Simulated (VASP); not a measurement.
Write the native input for VASP 6.6.1 that does the following.

* Task: single point
* Functional: PBEsol
* Potentials or basis: VASP PAW PBE potentials, release 64 (Al, Ni)
* Cutoff: 520 eV
* k mesh: 24 × 24 × 24
* Occupations: gaussian, width 0.15 eV
* Spin: no spin polarisation
* Dipole correction: no
* Further INCAR settings: ALGO = Fast; EDIFF = 1e-06; NBANDS = 14

The structure of AlNi lies in POSCAR:

```
AlNi
1.0
    2.1774096755     -2.1774330524      0.0000000000
    2.1774096755      2.1774330524      0.0000000000
    0.0000000000      0.0000000000      2.4727815530
Al Ni
1 1
Direct
    0.0000000000      0.0000000000      0.0000000000
    0.5000000000      0.5000000000      0.5000000000
```

This cell differs from its parent crystal: ratio of the length along z to the lengths across it x 0.8, volume and fractional coordinates fixed.

These files were run (other wordings do the same):

INCAR

```
SYSTEM = AlNi
PREC     = Accurate       ! precision mode
ENCUT    = 520            ! plane-wave cutoff, eV
EDIFF    = 1E-6           ! SCF threshold, eV
ISMEAR   = 0              ! smearing method
SIGMA    = 0.15           ! smearing width, eV
LREAL    = .False.        ! projectors in reciprocal space
LASPH    = .True.         ! aspherical terms in the spheres
NELM     = 100            ! most SCF steps
ALGO     = Fast           ! electronic algorithm
ISIF     = 2              ! what is computed and relaxed
LWAVE    = .False.        ! write WAVECAR
LCHARG   = .False.        ! write CHGCAR
GGA      = PS             ! functional
NBANDS   = 14             ! bands
```

KPOINTS

```
regular mesh
0
Gamma
  24 24 24
  0 0 0
```

Potentials or basis: VASP PAW PBE potentials, release 64 (Al, Ni).

Launch:

```sh
$ cat potpaw_PBE.64/Al/POTCAR potpaw_PBE.64/Ni/POTCAR > POTCAR
$ mpirun -np 1 vasp_std > vasp.out
```

Results of the run:

| Quantity | Value |
| --- | --- |
| Pressure | 4.8 GPa |
| Band gap on the k mesh | zero (an odd number of electrons rules out a gap without spin polarisation) |

Caveat: the cell stands under pressure; the PAW data sets were made with another functional, which shifts forces and pressure a little.

It took 2.5 min on 1 thread of Intel(R) Xeon(R) 6975P-C (Granite Rapids), with other jobs on the host, peak memory 0.73 GiB.
